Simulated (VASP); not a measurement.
Al4Ir, 5 atoms in the cell. It takes space group P4/mmm (No. 123, tetragonal). Conventional cell: a = 3.376 Å, b = 3.376 Å, c = 6.704 Å, α = 90.00°, β = 90.00°, γ = 90.00°. Within 3.2 Å of Al (site symmetry 4mm) lie 5 Al at 2.40 to 3.19 Å and 4 Ir at 2.96 Å. Within 2.1 Å of Al (site symmetry 4mm) lie 1 Ir at 1.54 Å. Within 2.1 Å of Ir (site symmetry 4/mmm) lie 2 Al at 1.54 Å. The cell was generated, and may not be a known phase.

```yaml
Program: VASP 6.6.1
Task: single point
Functional: PBE
Potentials_or_basis: VASP PAW PBE potentials, release 64 (Al, Ir_sv_GW)
Cutoff: 560 eV
k_mesh: 6 × 6 × 4
Occupations: gaussian, width 0.1 eV
Spin: no spin polarisation
Dipole_correction: no
Further_INCAR_settings: ALGO = Normal; EDIFF = 1e-06; NBANDS = 22
```

Potentials or basis: VASP PAW PBE potentials, release 64 (Al, Ir_sv_GW).

The run is started by

```console
$ cat potpaw_PBE.64/Al/POTCAR potpaw_PBE.64/Ir_sv_GW/POTCAR > POTCAR
$ mpirun -np 1 vasp_std > vasp.out
```

Hardware: 1 thread of Intel(R) Xeon(R) Platinum 8488C (Sapphire Rapids), with other jobs on the host.

How long does it take, and how much memory?

It took 63 s on 1 thread of Intel(R) Xeon(R) Platinum 8488C (Sapphire Rapids), with other jobs on the host, peak memory 0.22 GiB. Counts: scf iterations 14, k points 30.
